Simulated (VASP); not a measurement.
Write the native input for VASP 6.6.1 that does the following.

| Property | Result |
| --- | --- |
| Task | single point |
| Functional | revPBE |
| Potentials or basis | VASP PAW PBE potentials, release 64 (Hf_pv, O) |
| Cutoff | 520 eV |
| k mesh | 5 × 6 × 5 |
| Occupations | fermi-dirac, width 0.05 eV |
| Spin | no spin polarisation |
| Dipole correction | no |
| Further INCAR settings | ALGO = Normal; EDIFF = 1e-06; NBANDS = 56 |

The structure of HfO2 lies in POSCAR:

```
HfO2
1.0
    5.3218317680      0.0000000000      0.0000000000
    0.0000000000      5.1029212315      0.0000000000
    0.0000000000      0.0000000000      5.1313902082
Hf O
4 8
Direct
    0.9669940000      0.7325208200      0.7414403500
    0.5330060000      0.7325208200      0.2414403500
    0.4669940000      0.2674791800      0.7414403500
    0.0330060000      0.2674791800      0.2414403500
    0.6321274500      0.9286454000      0.8792672600
    0.8678725500      0.9286454000      0.3792672600
    0.2339485200      0.5398830500      0.4922923900
    0.2660514800      0.5398830500      0.9922923900
    0.7660514800      0.4601169500      0.9922923900
    0.7339485200      0.4601169500      0.4922923900
    0.1321274500      0.0713546000      0.8792672600
    0.3678725500      0.0713546000      0.3792672600
```

One way to write it, as run:

INCAR

```
ALGO     = Normal         # electronic algorithm
EDIFF    = 1E-6           # SCF threshold, eV
ENCUT    = 520            # plane-wave cutoff, eV
GGA      = RE             # functional
ISIF     = 2              # what is computed and relaxed
ISMEAR   = -1             # smearing method
LASPH    = True           # aspherical terms in the spheres
LCHARG   = False          # write CHGCAR
LREAL    = False          # projectors in reciprocal space
LWAVE    = False          # write WAVECAR
NBANDS   = 56             # bands
NELM     = 80             # most SCF steps
PREC     = Accurate       # precision mode
SIGMA    = 0.05           # smearing width, eV
```

KPOINTS

```
k-points
0
Gamma
  5 6 5
```

Potentials or basis: VASP PAW PBE potentials, release 64 (Hf_pv, O).

Launch:

```bash
$ cat potpaw_PBE.64/Hf_pv/POTCAR potpaw_PBE.64/O/POTCAR > POTCAR
$ mpirun -np 1 vasp_std > vasp.out
```

It gave:

```
Pressure               : -4.4 GPa
Largest force          : 0.175 eV/Å
Band gap on the k mesh : 4.29 eV (least direct gap 4.49 eV)
```

Caveat: the cell stands under tension; the PAW data sets were made with another functional, which shifts forces and pressure a little; spin-orbit coupling is left out, which moves the levels of the heavy elements.

Wall time 3 min on 1 thread of Intel(R) Xeon(R) Platinum 8488C (Sapphire Rapids), on a shared host, peak memory 0.36 GiB.
